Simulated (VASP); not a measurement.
Input of a VASP 6.6.1 run:

Contents of INCAR:

```
SYSTEM = TiAl3
PREC = Accurate ; ENCUT = 520
EDIFF = 1E-6 ; ISMEAR = -1
SIGMA = 0.05 ; LREAL = .FALSE.
LASPH = .TRUE. ; NELM = 60
ALGO = Fast ; ISIF = 2
LWAVE = .FALSE. ; LCHARG = .FALSE.
GGA = PS ; NBANDS = 18
```

Contents of KPOINTS:

```
regular mesh
0
G
  9 6 6
  0 0 0
```

File POSCAR:

```
TiAl3
1.0
    2.8396770000      0.0000000000      0.0000000000
    0.0000000000      4.6812640000      0.0000000000
    0.0000000000      0.0000000000      4.9007420000
Ti Al
1 3
Direct
    0.0000000000      0.5000000000      0.1659160000
    0.0000000000      0.0000000000      0.8359000000
    0.5000000000      0.0000000000      0.3309120000
    0.5000000000      0.5000000000      0.6672710000
```

Potentials or basis: VASP PAW PBE potentials, release 64 (Ti_sv, Al).

Launch:

```bash
$ cat potpaw_PBE.64/Ti_sv/POTCAR potpaw_PBE.64/Al/POTCAR > POTCAR
$ mpirun -np 1 vasp_std > vasp.out
```

Q: Estimate the largest force.

A: 0.047 eV/Å.

Q: Predict the pressure.

A: -2.3 GPa.

Stress tensor (GPa, compression positive):
```
-4.39  0.00  0.00
 0.00 -1.18  0.00
 0.00  0.00 -1.43
```

Caveat: the PAW data sets were made with another functional, which shifts forces and pressure a little.
